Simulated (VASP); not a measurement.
KI:

```
K I
1.0
     4.33063   -0.07274   -0.07274
    -0.07274    4.33063   -0.07274
    -0.07274   -0.07274    4.33063
K I
1 1
Direct
  0.00000 0.00000 0.00000
  0.50000 0.50000 0.50000
```

This cell differs from its parent crystal: epitaxial 111 strain +2.6%.

Base run:

| Quantity | Value |
| --- | --- |
| Program | VASP 6.6.1 |
| Functional | r2SCAN |
| Potentials or basis | VASP PAW PBE potentials, release 64 (K_sv, I) |
| Cutoff | 520 eV |
| k mesh | 6 × 6 × 6 |
| Occupations | gaussian, width 0.01 eV |
| Spin | no spin polarisation |

Its results: band gap on the k mesh 3.97 eV (least direct gap 4.29 eV); pressure -0.3 GPa.

Task: The run is repeated on the same cell with these changes: functional from r2SCAN to HSE06; k mesh from 6 × 6 × 6 to 4 × 4 × 4. What comes out?

Result: Band gap on the k mesh 4.24 eV (least direct gap 4.57 eV); pressure 0.0 GPa.

Several settings changed at once.

Caveats: the PAW data sets were made with another functional, which shifts forces and pressure a little; spin-orbit coupling is left out, which moves the levels of the heavy elements.

A k mesh can miss the band edges.
